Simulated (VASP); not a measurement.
A run of VASP 6.6.1:

File INCAR:

```
PREC = Accurate ; ENCUT = 520
EDIFF = 1E-6 ; ISMEAR = -1
SIGMA = 0.05 ; LREAL = False
LASPH = True ; NELM = 100
ALGO = Normal ; ISIF = 2
LWAVE = False ; LCHARG = False
NBANDS = 20
```

The input KPOINTS:

```
regular mesh
0
Gamma
  10 10 10
```

POSCAR

```
WS2
1.0
    1.6099686466      0.9295158316      6.2842136955
   -1.6099686466      0.9295158316      6.2842136955
    0.0000000000     -1.8590316630      6.2842136955
W S
1 2
Direct
    0.0000000000      0.0000000000      0.0000000000
    0.5810000000      0.5810000000      0.5810000000
    0.7503000000      0.7503000000      0.7503000000
```

Potentials or basis: VASP PAW LDA potentials, release 64 (W_sv, S).

Run with:

```console
$ cat potpaw_LDA.64/W_sv/POTCAR potpaw_LDA.64/S/POTCAR > POTCAR
$ mpirun -np 1 vasp_std > vasp.out
```

Hardware: 1 thread of Intel Xeon 8259CL, with other jobs on the host.

Question: Estimate the wall time of this run.

Answer: Wall time 9.9 min on 1 thread of Intel Xeon 8259CL, on a shared host, peak memory 0.35 GiB. Counts: scf iterations 13, k points 116.
